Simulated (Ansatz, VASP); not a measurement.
## Two plane-wave programs on Lu2ScN3

```
Lu Sc N
1.0
     3.44894    0.00000    0.00000
    -1.72447    2.98687    0.00000
     0.00000    0.00000    9.12419
Lu Sc N
2 1 3
Direct
  0.66667 0.33333 0.66741
  0.66667 0.33333 0.33259
  0.00000 0.00000 0.00000
  0.00000 0.00000 0.21823
  0.00000 0.00000 0.78177
  0.00000 0.00000 0.50000
```

Alike in both runs: functional PBE; k mesh 6 × 6 × 2; occupations gaussian, width 0.1 eV; no spin polarisation.

Ansatz relaxed the structure, and its values are those at the end. VASP's run is a single point on that final structure, the one shown.

|  | VASP | Ansatz |
| --- | --- | --- |
| version | VASP 6.6.1 | Ansatz 0.2.0 |
| potentials or method | VASP PAW PBE potentials, release 64 (Lu, Sc_sv, N), cutoff 520 eV | scalar-relativistic, plane waves, PAW |
| valence electrons in the cell | 76 | 76 |

```csv
,VASP,Ansatz,Ansatz less VASP
gap on the k mesh at the Fermi level (eV),none,none,-
pressure (GPa),0.8,0.0,-0.74
rms of the force components (eV/Å),0.007,0.006,-0.0006
```

A gap of «none» marks a metal or a gap that the smearing closes.

Neither program's run includes spin-orbit coupling.
